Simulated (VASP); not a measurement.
## BiTe5: single point with PBE

The system is BiTe5.

```
Bi Te
1.0
     7.28530    0.00000    0.00000
     0.00000    7.28530    0.00000
     0.00000    0.00000    5.89446
Bi Te
1 5
Direct
  0.50000 0.50000 0.50000
  0.72804 0.00000 0.00000
  0.27196 0.00000 0.00000
  0.00000 0.72804 0.00000
  0.00000 0.27196 0.00000
  0.50000 0.50000 0.00000
```

The cell was built from a structure type or drawn by symmetry, and may not be a known phase.

* Program: VASP 6.6.1
* Task: single point
* Functional: PBE
* Potentials or basis: VASP PAW PBE potentials, release 64 (Bi_d, Te)
* Cutoff: 520 eV
* k mesh: 6 × 6 × 6
* Occupations: gaussian, width 0.1 eV
* Spin: no spin polarisation

| Quantity | Value |
| --- | --- |
| Pressure | 0.0 GPa |
| Largest force | 0.018 eV/Å |
| Band gap on the k mesh | zero (an odd number of electrons rules out a gap without spin polarisation) |

Forces on the atoms (eV/Å):
```
Bi   0.000  0.000  0.000
Te  -0.018  0.000  0.000
Te   0.018  0.000  0.000
Te   0.000 -0.018  0.000
Te   0.000  0.018  0.000
Te   0.000  0.000  0.000
```

Levels at points of the mesh, in eV from the Fermi level:
```tsv
k point	band 21	band 22	band 23	band 24	band 25	band 26
(0.00, 0.00, 0.00)	-1.15	-0.50	0.51	0.63	0.63	1.77
(0.50, 0.00, 0.00)	-1.14	-0.43	-0.01	0.66	0.77	1.19
(0.50, 0.50, 0.00)	-1.80	0.44	0.44	0.52	0.64	1.14
(0.00, 0.00, 0.50)	-0.74	-0.28	-0.28	-0.28	0.54	0.86
(0.50, 0.00, 0.50)	-0.52	-0.47	-0.40	-0.27	0.07	0.87
(0.50, 0.50, 0.50)	-0.32	-0.12	-0.12	0.40	0.68	0.87
```

Run time: 5 min on 1 thread of Intel(R) Xeon(R) Platinum 8488C (Sapphire Rapids) (shared host), peak memory 0.59 GiB.

Caveat: spin-orbit coupling is left out, which moves the levels of the heavy elements.
